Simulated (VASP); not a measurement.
Set up this calculation in VASP 6.6.1, as the native input.

| Property | Result |
| --- | --- |
| Task | single point |
| Functional | PBE |
| Potentials or basis | VASP PAW PBE potentials, release 64 (C, Si) |
| Cutoff | 520 eV |
| k mesh | 4 × 4 × 3 |
| Occupations | gaussian, width 0.1 eV |
| Spin | no spin polarisation |
| Dipole correction | no |
| Further INCAR settings | LREAL = Auto; ALGO = Normal; EDIFF = 1e-06; NBANDS = 66; ISYM = 0 |

The structure of SiC lies in POSCAR:

```
SiC
1.0
   -4.5151043808     -4.4492170037      0.0087457450
   -0.0264467651      4.4669180239      4.4810602406
   -4.4610165198      4.4038748878     -4.3915703394
C Si
12 12
Direct
    0.4807745589      0.9491940751      0.9825609234
    0.0019312469      0.9850256671      0.0427396323
    0.8540355041      0.1441199278      0.6655496911
    0.8653628178      0.7133218263      0.6452351393
    0.1369956269      0.8244213713      0.3338638202
    0.1315439035      0.3152856523      0.5870682939
    0.4941653158      0.5202316844      0.2619855199
    0.0234004330      0.5488921220      0.2550838306
    0.3415875336      0.6838964456      0.9089866200
    0.7110609425      0.8537420563      0.5905580376
    0.1349574364      0.8237583336      0.5467229989
    0.0062793744      0.9808911269      0.2500235262
    0.2900762533      0.1398937585      0.6442330851
    0.6849286159      0.3749659375      0.3078635152
    0.1607086142      0.3391998492      0.3375862322
    0.4854070152      0.5144416223      0.0100073977
    0.0316623393      0.5136895384      0.0106760959
    0.3281963191      0.6648931308      0.6593433117
    0.6888847984      0.8366060002      0.3468634750
    0.3070101815      0.1182051398      0.9364802848
    0.8257948315      0.1201711708      0.9248757823
    0.7013565584      0.3489741463      0.6029625310
    0.8588695963      0.7060271193      0.8961712570
    0.4637216339      0.9833471254      0.2316387000
```

One way to write it, as run:

INCAR

```
PREC = Accurate
ENCUT = 520
EDIFF = 1E-6
ISMEAR = 0
SIGMA = 0.1
LREAL = Auto
LASPH = T
NELM = 60
ALGO = Normal
ISIF = 2
LWAVE = F
LCHARG = F
GGA = PE
NBANDS = 66
ISYM = 0
```

KPOINTS

```
Automatic mesh
0
Gamma
  4 4 3
```

Potentials or basis: VASP PAW PBE potentials, release 64 (C, Si).

Launch:

```bash
$ cat potpaw_PBE.64/C/POTCAR potpaw_PBE.64/Si/POTCAR > POTCAR
$ mpirun -np 1 vasp_std > vasp.out
```

Results of the run:

```
Pressure               : -0.1 GPa
Largest force          : 0.041 eV/Å
Band gap on the k mesh : 0.18 eV
```

Caveat: semilocal functionals underestimate gaps, and a narrow one can read as zero.

Wall time 18 min on 1 thread of Oxide Virtual Turin-like Processor, with other jobs on the host, peak memory 0.47 GiB.
